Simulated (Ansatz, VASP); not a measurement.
YSe: VASP beside Ansatz

The input INCAR:

```
SYSTEM = YSe
ALGO = Normal ; EDIFF = 1E-8
ENCUT = 520 ; ISIF = 2
ISMEAR = -1 ; LASPH = .TRUE.
LCHARG = .FALSE. ; LEFG = .TRUE.
LREAL = .FALSE. ; LWAVE = .FALSE.
NBANDS = 16 ; NELM = 100
PREC = Accurate ; SIGMA = 0.03
```

The input KPOINTS:

```
k-points
0
G
  7 7 7
  0 0 0
```

Contents of POSCAR:

```
YSe
1.0
    0.0287500000      2.8893750000      2.8893750000
    2.8893750000      0.0287500000      2.8893750000
    2.8893750000      2.8893750000      0.0287500000
Y Se
1 1
Direct
    0.0000000000      0.0000000000      0.0000000000
    0.5000000000      0.5000000000      0.5000000000
```

Input for Ansatz:

```yaml
crystal:
  lattice:
    - [0.02875, 2.889375, 2.889375]
    - [2.889375, 0.02875, 2.889375]
    - [2.889375, 2.889375, 0.02875]
  atoms:
    - { symbol: "Y", position: [0.0, 0.0, 0.0] }
    - { symbol: Se, position: [0.5, 0.5, 0.5] }
kpoints:
  mp_grid: { grid: [7, 7, 7] }
scf:
  occupations: { method: fermi_dirac, width: 0.03 }
hamiltonian:
  xc: lda
  pseudopotentials: { kind: all_electron, datasets: crystal }
output:
  forces: true
  stress: true
  eigenvalues: true
  efg: { contact_densities: true }
```

Change from the starting cell: equal xy, yz and zx shear strains of +1 %, crystal datasets.

Alike in both runs: task electric field gradients; functional LDA; k mesh 7 × 7 × 7; occupations fermi-dirac, width 0.03 eV; no spin polarisation.

|  | VASP | Ansatz |
| --- | --- | --- |
| version | VASP 6.6.1 | Ansatz 0.2.0 |
| potentials or method | VASP PAW LDA potentials, release 64 (Y_sv, Se), cutoff 520 eV | all-electron PAW with datasets made for the crystal, scalar-relativistic |

Ansatz gave:

| Item | Value |
| --- | --- |
| pressure (GPa) | -4.6 |
| size of Vzz on the site where it differs most (V/Å²) | 2.2 |

Problem. Which values does VASP return?

Solution. Pressure (GPa): -4.5; size of Vzz on the site where it differs most (V/Å²): 1.9.

LDA's correlation is that of Perdew and Zunger in VASP and of Perdew and Wang (1992) in Ansatz. Ansatz ran all-electron here, and VASP with PAW potentials.
